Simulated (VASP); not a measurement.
# CaO (Fm-3m) in VASP: further runs

CaO is run at these levels: r2SCAN; tasks: single point.

All numbers are computed with VASP 6.6.1; they aren't measurements. Logs are shortened: lines on timing, memory, paths and dates and some standing lists are left out, and cuts for length are marked.

### Step 1. The cell of the first run

It takes space group Fm-3m (No. 225, cubic). The conventional cell has a = 4.744 Å, b = 4.744 Å, c = 4.744 Å, α = 90.00°, β = 90.00°, γ = 90.00°. Ca (site symmetry m-3m) has 6 O at 2.37 Å within 3.1 Å. O (site symmetry m-3m) has 6 Ca at 2.37 Å within 3.1 Å.

### Step 2. Single point, r2SCAN

POSCAR

```
CaO
1.0
    2.3719906459      2.3719906459      0.0000000000
   -2.3719906459      2.3719906459      0.0000000000
    0.0000000000      2.3719906459      2.3719906459
Ca O
1 1
Direct
    0.0000000000      0.0000000000      0.0000000000
    0.5000000000      0.5000000000      0.0000000000
```

INCAR.step1

```
PREC = Accurate
ENCUT = 520
ISMEAR = 0
SIGMA = 0.01
LREAL = F
LASPH = T
NELM = 100
NBANDS = 15
GGA = PE
ALGO = Normal
EDIFF = 1E-4
LWAVE = T
LCHARG = F
```

INCAR.step2

```
PREC = Accurate
ENCUT = 520
EDIFF = 1E-6
ISMEAR = 0
SIGMA = 0.01
LREAL = F
LASPH = T
NELM = 100
ALGO = Normal
ISIF = 2
LWAVE = F
LCHARG = T
METAGGA = R2SCAN
LMIXTAU = T
LELF = T
LVHAR = T
NBANDS = 15
ISTART = 1
```

KPOINTS

```
regular mesh
0
Gamma
  8 8 8
```

Potentials or basis: VASP PAW PBE potentials, release 64 (Ca_sv, O).

On the command line:

```console
$ cat potpaw_PBE.64/Ca_sv/POTCAR potpaw_PBE.64/O/POTCAR > POTCAR
$ cp INCAR.step1 INCAR
$ mpirun -np 1 vasp_std > vasp.out
$ cp INCAR.step2 INCAR
$ mpirun -np 1 vasp_std > vasp.out
```

OUTCAR:

```text
PREC = Accurate
   ENCUT = 520
   EDIFF = 1E-6
   ISMEAR = 0
   LREAL = F
   LASPH = T
   NELM = 100
   ISIF = 2
   METAGGA = R2SCAN
   ISTART = 1

 ion  position               nearest neighbor table
   1  0.000  0.000  0.000-   2 2.37   2 2.37   2 2.37   2 2.37   2 2.37   2 2.37
   2  0.500  0.500  0.000-   1 2.37   1 2.37   1 2.37   1 2.37   1 2.37   1 2.37

  LATTYP: Found a face centered cubic cell.
 ALAT       =     4.7439812918

  Lattice vectors:

 A1 = (   0.0000000000,   2.3719906459,   2.3719906459)
 A2 = (   2.3719906459,   0.0000000000,   2.3719906459)
 A3 = (   2.3719906459,   2.3719906459,   0.0000000000)

Analysis of symmetry for initial positions (statically):
=====================================================================
 Subroutine PRICEL returns:
 Original cell was already a primitive cell.

 Routine SETGRP: Setting up the symmetry group for a
 face centered cubic supercell.

 Subroutine GETGRP returns: Found 48 space group operations
 (whereof 48 operations were pure point group operations)
 out of a pool of 48 trial point group operations.

The static configuration has the point symmetry O_h .

Analysis of symmetry for dynamics (positions and initial velocities):
=====================================================================
 Subroutine PRICEL returns:
 Original cell was already a primitive cell.

 Routine SETGRP: Setting up the symmetry group for a
 face centered cubic supercell.

 Subroutine GETGRP returns: Found 48 space group operations
 (whereof 48 operations were pure point group operations)
 out of a pool of 48 trial point group operations.

The dynamic configuration has the point symmetry O_h .

 Subroutine INISYM returns: Found 48 space group operations
 (whereof 48 operations are pure point group operations),
 and found     1 'primitive' translations

----------------------------------------------------------------------------------------

                                     Primitive cell

  volume of cell :      26.6912

  direct lattice vectors                    reciprocal lattice vectors
     2.371990646  2.371990646  0.000000000     0.210793411  0.210793411 -0.210793411
    -2.371990646  2.371990646  0.000000000    -0.210793411  0.210793411 -0.210793411
     0.000000000  2.371990646  2.371990646     0.000000000  0.000000000  0.421586823

  length of vectors
     3.354501341  3.354501341  3.354501341     0.365104898  0.365104898  0.421586823

  position of ions in fractional coordinates (direct lattice)
     0.000000000  0.000000000  0.000000000
     0.500000000  0.500000000  0.000000000

  ion indices of the primitive-cell ions
   primitive index   ion index
                 1           1
                 2           2

----------------------------------------------------------------------------------------

 KPOINTS: regular mesh

Automatic generation of k-mesh.
 Grid dimensions read from file:
 generate k-points for:    8    8    8

 Generating k-lattice:

  Cartesian coordinates                     Fractional coordinates (reciprocal lattice)
     0.026349176  0.026349176 -0.026349176     0.125000000  0.000000000  0.000000000
    -0.026349176  0.026349176 -0.026349176     0.000000000  0.125000000  0.000000000
     0.000000000  0.000000000  0.052698353     0.000000000  0.000000000  0.125000000

  Length of vectors
     0.045638112  0.045638112  0.052698353

  Shift w.r.t. Gamma in fractional coordinates (k-lattice)
     0.000000000  0.000000000  0.000000000

 Subroutine IBZKPT returns following result:
 ===========================================

 Found     29 irreducible k-points:

 Following reciprocal coordinates:
            Coordinates               Weight
  0.000000  0.000000  0.000000      1.000000
  0.125000  0.000000  0.000000      8.000000
  0.250000  0.000000  0.000000      8.000000
  0.375000  0.000000  0.000000      8.000000
  0.500000  0.000000  0.000000      4.000000
  0.125000  0.125000  0.000000     12.000000
[... 16 lines left out ...]
  0.375000  0.250000  0.125000     48.000000
  0.500000  0.250000  0.125000     24.000000
 [... further k-points ...]
   k-points           NKPTS =     29   k-points in BZ     NKDIM =     29   number of bands    NBANDS=     15
   number of dos      NEDOS =    301   number of ions     NIONS =      2
   total plane-waves  NPLWV =  21952
   dimension x,y,z NGX =    28 NGY =   28 NGZ =   28
   dimension x,y,z NGXF=    56 NGYF=   56 NGZF=   56
   ions per type =               1   1
   NGX,Y,Z   is equivalent  to a cutoff of  13.88, 13.88, 13.88 a.u.
   NGXF,Y,Z  is equivalent  to a cutoff of  27.75, 27.75, 27.75 a.u.
 SYSTEM =  unknown system
   PREC   = accura    normal or accurate (medium, high low for compatibility)
   ISTART =      1    job   : 0-new  1-cont  2-samecut
   ICHARG =      0    charge: 1-file 2-atom 10-const
   ISPIN  =      1    spin polarized calculation?
   LNONCOLLINEAR =      F non collinear calculations
   LSORBIT =      F    spin-orbit coupling
   LASPH  =      T    aspherical Exc in radial PAW
   ENCUT  =  520.0 eV  38.22 Ry    6.18 a.u.   6.24  6.24  6.24*2*pi/ulx,y,z
   NELM   =    100;   NELMIN=  2; NELMDL=  0     # of ELM steps
   EDIFF  = 0.1E-05   stopping-criterion for ELM
   LREAL  =      F    real-space projection
   EDIFFG = 0.1E-04   stopping-criterion for IOM
   NSW    =      0    number of steps for IOM
   IBRION =     -1    ionic relax: 0-MD 1-quasi-New 2-CG
   NFREE  =      0    steps in history (QN), initial steepest desc. (CG)
   ISIF   =      2    stress and relaxation
   ISYM   =      2    0-nonsym 1-usesym 2-fastsym
   POTIM  = 0.5000    time-step for ionic-motion
   TEBEG  =    0.0;   TEEND  =   0.0 temperature during run
   PSTRESS=    0.0 pullay stress
   NELECT =      16.0000    total number of electrons
   NUPDOWN=      -1.0000    fix difference up-down
   EMIN   =  10.00;   EMAX   =-10.00  energy-range for DOS
   EFERMI =   0.00;   METHOD = LEGACY
   ISMEAR =     0;   SIGMA  =   0.01  broadening in eV -4-tet -1-fermi 0-gaus
   EFERMI_NEDOS =   21; number of points for ismear=-14 and -15
   IALGO  =     38    algorithm
   IMIX   =      4    mixing-type and parameters
     AMIX     =   0.40;   BMIX     =  1.00
     AMIX_MAG =   1.60;   BMIX_MAG =  1.00
  volume/ion in A,a.u.               =      13.35        90.06
  Fermi-wavevector in a.u.,A,eV,Ry     =   1.380358  2.608499 25.924395  1.905389
  Thomas-Fermi vector in A             =   2.505243
   LORBIT       =      0    0 simple, 1 ext, 2 COOP (PROOUT), +10 PAW based schemes
   METAGGA = R2SCAN    functional components
   LHFCALC =     F    Hartree Fock is set to
   AEXX    =    0.0000 exact exchange contribution
   IVDW    =     0    specifies the selected vdW correction
   LEPSILON=     F    determine dielectric tensor
   LRPA    =     F    only Hartree local field effects (RPA)
 non-spin polarized calculation
 Gauss-broadening in eV      SIGMA  =   0.01
  energy-cutoff  :      520.00
  volume of cell :       26.69
 maximum number of plane-waves:       730
 NGX is ok and might be reduce to    28
   NGX = 13   NGY = 13   NGZ = 13

 number of electron      15.9999997 magnetization

 Free energy of the ion-electron system (eV)
  ---------------------------------------------------
  ext. energy  EPLUGINS =         0.00000000
  ---------------------------------------------------
  free energy    TOTEN  =       -19.43518287 eV

  energy without entropy =      -19.43518287  energy(sigma->0) =      -19.43518287

 E-fermi :   2.3256     XC(G=0): -11.2836

 val. band max:        2.2401838015   @ k =   0.0000   0.0000   0.0000
 cond. band min:       6.4151062429   @ k =   0.5000   0.5000   0.0000
 fundamental gap:      4.1749224414
 Fermi energy:         2.3256259659

 k-point     1 :       0.0000    0.0000    0.0000
  band No.  band energies     occupation
      1     -36.6525      2.00000
      2     -16.5143      2.00000
      3     -16.5143      2.00000
      4     -16.5143      2.00000
      5     -14.3095      2.00000
      6       2.2402      2.00000
      7       2.2402      2.00000
      8       2.2402      2.00000
      9       8.0079      0.00000
     10       9.1895      0.00000
     11       9.1895      0.00000
     12       9.1896      0.00000
     13      10.8547      0.00000
     14      10.8547      0.00000
     15      18.2726      0.00000

 k-point     2 :       0.1250    0.0000    0.0000
  band No.  band energies     occupation
      1     -36.6349      2.00000
      2     -16.8111      2.00000
      3     -16.5225      2.00000
      4     -16.5225      2.00000
      5     -14.0054      2.00000
      6       1.7132      2.00000
      7       2.0172      2.00000
      8       2.0173      2.00000
      9       8.6939      0.00000
     10       9.1506      0.00000
     11       9.4741      0.00000
     12       9.4741      0.00000
     13      11.2534      0.00000
     14      11.2534      0.00000
     15      18.9187      0.00000

 k-point     3 :       0.2500    0.0000    0.0000
  band No.  band energies     occupation
      1     -36.5922      2.00000
      2     -17.3492      2.00000
      3     -16.5423      2.00000
      4     -16.5423      2.00000
      5     -13.4485      2.00000
      6       0.6919      2.00000
      7       1.5381      2.00000
      8       1.5381      2.00000
      9       9.2404      0.00000
     10      10.1907      0.00000
     11      10.2233      0.00000
     12      10.2233      0.00000
     13      12.2145      0.00000
     14      12.2145      0.00000
     15      19.4197      0.00000
[... 343 lines left out ...]
 k-point    23 :       0.3750    0.2500    0.1250
  band No.  band energies     occupation
      1     -36.5270      2.00000
      2     -17.5670      2.00000
      3     -16.7669      2.00000
      4     -16.6250      2.00000
      5     -13.2538      2.00000
      6       0.2014      2.00000
      7       1.1150      2.00000
      8       1.3862      2.00000
      9       8.8219      0.00000
     10      10.6558      0.00000
     11      11.6131      0.00000
     12      11.8068      0.00000
     13      13.2340      0.00000
     14      14.5494      0.00000
     15      18.5266      0.00000

 k-point    24 :       0.5000    0.2500    0.1250
  band No.  band energies     occupation
      1     -36.5128      2.00000
      2     -17.6386      2.00000
      3     -16.7826      2.00000
      4     -16.6552      2.00000
      5     -13.1936      2.00000
      6       0.1538      2.00000
      7       1.0838      2.00000
      8       1.1306      2.00000
      9       9.7795      0.00000
     10       9.8704      0.00000
     11      11.9279      0.00000
     12      12.2208      0.00000
     13      13.5394      0.00000
     14      15.3717      0.00000
     15      17.6550      0.00000

 [... further k-points ...]

------------------------ aborting loop because EDIFF is reached ----------------------------------------

  FORCE on cell =-STRESS in cart. coord.  units (eV):
  Direction    XX          YY          ZZ          XY          YZ          ZX
  --------------------------------------------------------------------------------------
  -------------------------------------------------------------------------------------
  Total        0.8706610      0.8706610      0.8706610      0.0000000      0.0000000      0.0000000
  in kB       52.2625701     52.2625701     52.2625701      0.0000000      0.0000000      0.0000000
  external PRESSURE =      52.2625701 kB  Pullay stress =       0.0000000 kB

 VOLUME and BASIS-vectors are now :
 -----------------------------------------------------------------------------
  energy-cutoff  :      520.00
  volume of cell :       26.69
      direct lattice vectors                 reciprocal lattice vectors
     2.371990646  2.371990646  0.000000000     0.210793411  0.210793411 -0.210793411
    -2.371990646  2.371990646  0.000000000    -0.210793411  0.210793411 -0.210793411
     0.000000000  2.371990646  2.371990646     0.000000000  0.000000000  0.421586823

 POSITION                                       TOTAL-FORCE (eV/Angst)
 -----------------------------------------------------------------------------------
      0.00000      0.00000      0.00000        -0.000000     -0.000000      0.000000
      0.00000      2.37199      0.00000         0.000000      0.000000      0.000000
 -----------------------------------------------------------------------------------
    total drift:                               -0.000000      0.000000     -0.000000

  FREE ENERGIE OF THE ION-ELECTRON SYSTEM (eV)
  ---------------------------------------------------
  free  energy   TOTEN  =       -19.4351828717 eV

  energy  without entropy=      -19.4351828717  energy(sigma->0) =      -19.43518287
```

It took 81 s on 1 thread of Intel Xeon Platinum 8259CL at 2.50GHz (Skylake/Cascade Lake), shared host; peak memory 0.17 GiB.

Results:

* Free energy: -19.4352 eV
* Pressure: 5.2 GPa
* Band gap on the k mesh: 4.17 eV, indirect (least direct gap 4.54 eV)

Caveat: the PAW data sets were made with another functional, which shifts forces and pressure a little. A k mesh can miss the band edges.

### Step 3. Single point, r2SCAN

POSCAR

```
CaO
1.0
    2.3719906460      2.3719906460      0.0000000000
   -2.3719906460      2.3719906460      0.0000000000
    0.0000000000      2.3719906460      2.3719906460
Ca O
1 1
Direct
    0.0000000000      0.0000000000      0.0000000000
    0.5000000000      0.5000000000      0.0000000000
```

INCAR.step1

```
SYSTEM = CaO
ALGO = Normal
EDIFF = 1E-4
ENCUT = 520
GGA = PE
ISMEAR = 0
LASPH = .TRUE.
LCHARG = .FALSE.
LREAL = .FALSE.
LWAVE = .TRUE.
NBANDS = 15
NELM = 60
PREC = Accurate
SIGMA = 0.01
```

INCAR.step2

```
SYSTEM = CaO
ALGO = Normal
EDIFF = 1E-7
ENCUT = 520
ISIF = 2
ISMEAR = 0
ISTART = 1
LASPH = .TRUE.
LCHARG = .FALSE.
LMIXTAU = .TRUE.
LREAL = .FALSE.
LWAVE = .FALSE.
METAGGA = R2SCAN
NBANDS = 15
NELM = 60
PREC = Accurate
SIGMA = 0.01
```

KPOINTS

```
k-points
0
G
  8 8 8
  0 0 0
```

Potentials or basis: VASP PAW PBE potentials, release 64 (Ca_sv, O).

On the command line:

```console
$ cat potpaw_PBE.64/Ca_sv/POTCAR potpaw_PBE.64/O/POTCAR > POTCAR
$ cp INCAR.step1 INCAR
$ mpirun -np 1 vasp_std > vasp.out
$ cp INCAR.step2 INCAR
$ mpirun -np 1 vasp_std > vasp.out
```

It took 77 s on 1 thread of Intel Xeon Platinum 8259CL at 2.50GHz (Skylake/Cascade Lake), shared host; peak memory 0.17 GiB.

It converged, with:

| Quantity | Value |
| --- | --- |
| Free energy | -19.4352 eV |
| Pressure | 5.2 GPa |
| Band gap on the k mesh | 4.17 eV, indirect (least direct gap 4.54 eV) |

Levels at points of the mesh, in eV from the valence-band top:
```
           k point  band 6  band 7  band 8  band 9  band 10  band 11
(0.00, 0.00, 0.00)    0.00    0.00    0.00    5.77     6.95     6.95
(0.50, 0.00, 0.00)   -2.70   -1.28   -1.28    7.89     9.27     9.27
(0.50, 0.50, 0.00)   -1.27   -0.36   -0.36    4.17     9.06     9.86
```

Caveat: the PAW data sets were made with another functional, which shifts forces and pressure a little. A k mesh can miss the band edges.

### Step 4. Single point, r2SCAN

This run uses another cell than the first one, of 14.03 Å³/atom, 1.051 times its volume.

POSCAR

```
CaO
1.0
    2.4117632683      2.4117632683      0.0000000000
   -2.4117632683      2.4117632683      0.0000000000
    0.0000000000      2.4117632683      2.4117632683
Ca O
1 1
Direct
    0.0000000000      0.0000000000      0.0000000000
    0.5000000000      0.5000000000      0.0000000000
```

INCAR.step1

```
  PREC = Accurate
  ENCUT = 520
  ISMEAR = 0
  SIGMA = 0.01
  LREAL = F
  LASPH = T
  NELM = 80
  NBANDS = 15
  GGA = PE
  ALGO = Normal
  EDIFF = 1E-4
  LWAVE = T
  LCHARG = F
```

INCAR.step2

```
  PREC = Accurate
  ENCUT = 520
  EDIFF = 1E-7
  ISMEAR = 0
  SIGMA = 0.01
  LREAL = F
  LASPH = T
  NELM = 80
  ALGO = Normal
  ISIF = 2
  LWAVE = F
  LCHARG = T
  METAGGA = R2SCAN
  LMIXTAU = T
  LELF = T
  LVHAR = T
  NBANDS = 15
  ISTART = 1
```

KPOINTS

```
regular mesh
0
Gamma
  8 8 8
```

On the command line:

```console
$ cat potpaw_PBE.64/Ca_sv/POTCAR potpaw_PBE.64/O/POTCAR > POTCAR
$ cp INCAR.step1 INCAR
$ mpirun -np 1 vasp_std > vasp.out
$ cp INCAR.step2 INCAR
$ mpirun -np 1 vasp_std > vasp.out
```

Run time: 84 s. Hardware: 1 thread of Intel Xeon Platinum 8259CL at 2.50GHz (Skylake/Cascade Lake), shared host; peak memory 0.17 GiB.

Results (log left out):

```
Free energy            : -19.4537 eV
Pressure               : -1.0 GPa
Band gap on the k mesh : 4.19 eV, indirect (least direct gap 4.57 eV)
```

Levels at points of the mesh, in eV from the valence-band top:
| k point | band 5 | band 6 | band 7 | band 8 | band 9 | band 10 | band 11 | band 12 |
| --- | --- | --- | --- | --- | --- | --- | --- | --- |
| (0.00, 0.00, 0.00) | -16.45 | 0.00 | 0.00 | 0.00 | 5.34 | 6.83 | 6.83 | 6.83 |
| (0.50, 0.00, 0.00) | -15.22 | -2.58 | -1.18 | -1.18 | 7.65 | 8.99 | 8.99 | 9.13 |
| (0.50, 0.50, 0.00) | -16.23 | -1.30 | -0.38 | -0.38 | 4.19 | 8.68 | 9.57 | 10.16 |

Caveat: the PAW data sets were made with another functional, which shifts forces and pressure a little.

(Part 1 of 2 ends here.)
